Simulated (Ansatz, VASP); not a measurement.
ZnSe in VASP and in Ansatz

Contents of INCAR:

```
SYSTEM = ZnSe
ALGO = Normal ; DIPOL = 0.5 0.5 0.500
EDIFF = 1E-6 ; ENCUT = 520
GGA = PE ; IDIPOL = 3
ISIF = 2 ; ISMEAR = -1
LASPH = .True. ; LCHARG = .False.
LDIPOL = .True. ; LREAL = .False.
LWAVE = .False. ; NBANDS = 16
NELM = 100 ; PREC = Accurate
SIGMA = 0.02
```

KPOINTS

```
k-points
0
Gamma
  6 5 1
  0 0 0
```

File POSCAR:

```
ZnSe
1.0
    4.0536314784      0.0000000000      0.0000000000
    0.0000000000      5.7327006135      0.0000000000
    0.0000000000      0.0000000000     16.0000000000
Zn Se
1 1
Direct
    0.2500000000      0.1250000000      0.5000000000
    0.7500000000      0.8750000000      0.5000000000
```

Input for Ansatz:

```yaml
crystal:
  lattice:
    - [4.0536314784, 0.0, 0.0]
    - [0.0, 5.7327006135, 0.0]
    - [0.0, 0.0, 16.0]
  atoms:
    - { symbol: Zn, position: [0.25, 0.125, 0.5] }
    - { symbol: Se, position: [0.75, 0.875, 0.5] }
kpoints:
  mp_grid: { grid: [6, 5, 1] }
scf:
  occupations: { method: fermi_dirac, width: 0.02 }
hamiltonian:
  xc: pbe
  pseudopotentials: { kind: paw }
output:
  forces: true
  stress: true
  eigenvalues: true
  populations: true
efield:
  axis: 3
  amplitude: 0
  dipole_correction: true
```

Alike in both runs: task single point; functional PBE; k mesh 6 × 5 × 1; occupations fermi-dirac, width 0.02 eV; no spin polarisation.

|  | VASP | Ansatz |
| --- | --- | --- |
| version | VASP 6.6.1 | Ansatz 0.2.0 |
| potentials or method | VASP PAW PBE potentials, release 64 (Zn, Se) | PAW with Ansatz's default frozen-core files, scalar-relativistic |
| plane-wave cutoff (eV) | 520 | 420 |
| valence electrons in the cell | 18 | 28 |

VASP gave:

| Item | Value |
| --- | --- |
| gap on the k mesh at the Fermi level (eV) | 0.87 |
| rms of the force components (eV/Å) | 1.097 |

Task: Which values does Ansatz return?

Result: gap on the k mesh at the Fermi level (eV): 0.88; rms of the force components (eV/Å): 1.103.

Atom by atom the forces differ by 0.006 eV/Å (rms over components). VASP's potentials hold 18 valence electrons a cell and Ansatz's 28, so a difference there can come from the potentials and not from the codes.
